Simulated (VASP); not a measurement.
Crystal: Al.

```
Al
1.0
     2.81246    0.00000    0.00000
    -1.40623    2.43566    0.00000
     0.00000    0.00000    4.86685
Al
2
Cartesian
  0.0000 1.6238 1.2167
  1.4062 0.8119 3.6501
```

* Program: VASP 6.6.1
* Task: relaxation of cell and atoms
* Functional: PBE
* Dispersion: D3(BJ)
* Potentials or basis: VASP PAW PBE potentials, release 64 (Al)
* Cutoff: 600 eV
* k mesh: 11 × 11 × 6
* Occupations: fermi-dirac, width 0.05 eV
* Spin: no spin polarisation

At the start: pressure -3.2 GPa; volume 16.67 Å³/atom.

Problem. Where does the relaxation end?

Solution. Over 7 steps the energy falls by 17.9 meV/atom and the volume is 15.92 Å³/atom (-4.5 %); space group P6_3/mmc (No. 194, to 0.05 Å).

The path:
```tsv
step	energy change (eV)	largest force (eV/Å)	pressure (GPa)	volume (Å³)
1	0.0000	0.0000	-3.19	33.34
2	-0.0285	0.0000	0.31	31.76
3	-0.0297	0.0000	1.38	31.36
4	-0.0331	0.0000	1.07	31.45
5	-0.0343	0.0000	1.13	31.42
6	-0.0357	0.0000	-0.22	31.92
7	-0.0358	0.0000	0.00	31.84
```

Final structure:
```yaml
crystal:
  lattice:
    - [2.81209, 0.00000, 0.00000]
    - [-1.40604, 2.43534, 0.00000]
    - [0.00000, 0.00000, 4.64869]
  atoms:
    - { symbol: Al, position: [0.33333, 0.66667, 0.25000] }
    - { symbol: Al, position: [0.66667, 0.33333, 0.75000] }
```

Caveat: pairwise dispersion overbinds metals, which lowers pressure and volume.
